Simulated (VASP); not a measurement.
Write the native input for VASP 6.6.1 that does the following.

| Property | Result |
| --- | --- |
| Task | single point |
| Functional | LDA |
| Potentials or basis | VASP PAW LDA potentials, release 64 (Sr_sv, Cl) |
| Cutoff | 520 eV |
| k mesh | 5 × 5 × 2 |
| Occupations | gaussian, width 0.05 eV |
| Spin | no spin polarisation |
| Dipole correction | no |
| Further INCAR settings | ALGO = Normal; EDIFF = 1e-06; NBANDS = 46 |

The structure of SrCl2 lies in POSCAR:

```
SrCl2
1.0
    3.4855000000     -3.4855000000      0.0000000000
    3.4855000000      0.0000000000     -3.4855000000
    6.9710000000      6.9710000000      6.9710000000
Sr Cl
3 6
Direct
    0.6666666667      0.6666666667      0.3333333333
    0.0000000000      0.0000000000      0.0000000000
    0.3333333333      0.3333333333      0.6666666667
    0.6666666667      0.6666666667      0.5833333333
    1.0000000000      0.0000000000      0.2500000000
    0.3333333333      0.3333333333      0.9166666667
    0.6666666667      0.6666666667      0.0833333333
    1.0000000000      1.0000000000      0.7500000000
    0.3333333333      0.3333333333      0.4166666667
```

These files were run (other wordings do the same):

INCAR

```
PREC = Accurate
ENCUT = 520
EDIFF = 1E-6
ISMEAR = 0
SIGMA = 0.05
LREAL = F
LASPH = T
NELM = 80
ALGO = Normal
ISIF = 2
LWAVE = F
LCHARG = T
GGA = CA
LELF = T
LVHAR = T
NBANDS = 46
```

KPOINTS

```
Automatic mesh
0
Gamma
  5 5 2
```

Potentials or basis: VASP PAW LDA potentials, release 64 (Sr_sv, Cl).

The run is started by

```sh
$ cat potpaw_LDA.64/Sr_sv/POTCAR potpaw_LDA.64/Cl/POTCAR > POTCAR
$ mpirun -np 1 vasp_std > vasp.out
```

It gave:

The pressure is -2.7 GPa and the band gap on the k mesh is 4.97 eV.

Caveat: an odd mesh through Γ misses points on the zone boundary, where band edges can lie.

Run time: 110 s on 1 thread of Intel(R) Xeon(R) Platinum 8259CL CPU @ 2.50GHz (Skylake/Cascade Lake) (shared host), peak memory 0.33 GiB.
